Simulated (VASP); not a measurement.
Input of a VASP 6.6.1 run:

POSCAR

```
MgO
1.0
    0.0000000000      2.1085000000      2.1085000000
    2.1085000000      0.0000000000      2.1085000000
    2.1085000000      2.1085000000      0.0000000000
Mg O
1 1
Direct
    0.0000000000      0.0000000000      0.0000000000
    0.5000000000      0.5000000000      0.5000000000
```

The input INCAR.step1:

```
PREC = Accurate
ENCUT = 600
ISMEAR = 0
SIGMA = 0.01
LREAL = F
LASPH = T
NELM = 80
GGA = PE
ALGO = Normal
EDIFF = 1E-4
LWAVE = T
LCHARG = F
```

Contents of INCAR.step2:

```
PREC = Accurate
ENCUT = 600
EDIFF = 1E-6
ISMEAR = 0
SIGMA = 0.01
LREAL = F
LASPH = T
NELM = 80
ALGO = Normal
ISIF = 3
LWAVE = F
LCHARG = F
METAGGA = R2SCAN
LMIXTAU = T
IBRION = 2
NSW = 80
EDIFFG = -0.002
ISTART = 1
```

The input KPOINTS:

```
regular mesh
0
Gamma
  8 8 8
```

Potentials or basis: VASP PAW PBE potentials, release 64 (Mg, O).

Run with:

```bash
$ cat potpaw_PBE.64/Mg/POTCAR potpaw_PBE.64/O/POTCAR > POTCAR
$ cp INCAR.step1 INCAR
$ mpirun -np 1 vasp_std > vasp.out
$ cp INCAR.step2 INCAR
$ mpirun -np 1 vasp_std > vasp.out
```

Q: Predict the relaxed volume.

A: 9.21 Å³/atom.

Q: Estimate the band gap on the k mesh.

A: 5.75 eV, direct.

Q: Estimate the space group after relaxing (to 0.05 Å).

A: Fm-3m (No. 225).

Q: What does it give for the relaxed cell?

A: a = 2.965 Å, b = 2.965 Å, c = 2.965 Å, α = 60.00°, β = 60.00°, γ = 60.00°.

Final structure:
```
CELL_PARAMETERS angstrom
0.00000 2.09641 2.09641
2.09641 0.00000 2.09641
2.09641 2.09641 0.00000
ATOMIC_POSITIONS crystal
Mg 0.00000 0.00000 0.00000
O 0.50000 0.50000 0.50000
```

Caveat: the PAW data sets were made with another functional, which shifts forces and pressure a little. r2SCAN opens gaps a little over a GGA but as a rule still falls short of measured ones.
